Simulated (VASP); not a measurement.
GaP: single point with PBEsol

Crystal: GaP.

```xyz
2
Lattice="0.0000 2.5280 2.5280 2.5280 0.0000 2.5280 2.5280 2.5280 0.0000" Properties=species:S:1:pos:R:3 pbc="T T T"
Ga    0.0000    0.0000    0.0000
P     3.7920    3.7920    3.7920
```

```yaml
Program: VASP 6.6.1
Task: single point
Functional: PBEsol
Potentials_or_basis: VASP PAW PBE potentials, release 64 (Ga_d, P)
Cutoff: 500 eV
k_mesh: 8 × 8 × 8
Occupations: fermi-dirac, width 0.05 eV
Spin: no spin polarisation
Dipole_correction: no
Further_INCAR_settings: ALGO = Normal; EDIFF = 1e-06; NBANDS = 16
```

The pressure is 29.7 GPa and the band gap on the k mesh is 0.95 eV, indirect (least direct gap 3.66 eV).

Levels at points of the mesh, in eV from the valence-band top:
```
           k point  band 6  band 7  band 8  band 9  band 10  band 11  band 12  band 13
(0.00, 0.00, 0.00)  -14.48    0.00    0.00    0.00     3.66     3.67     3.67     3.67
(0.50, 0.00, 0.00)  -11.53   -8.22   -1.51   -1.51     2.26     4.48     4.48     8.33
(0.50, 0.50, 0.00)  -10.31   -8.04   -3.62   -3.62     0.96     1.33    12.20    12.20
```

Wall time 19 s on 1 thread of Intel(R) Xeon(R) Platinum 8375C CPU @ 2.90GHz (Ice Lake), on a shared host, peak memory 0.16 GiB.

Caveat: the PAW data sets were made with another functional, which shifts forces and pressure a little. Expect the measured gap to be larger: semilocal functionals such as PBEsol lack the derivative discontinuity.
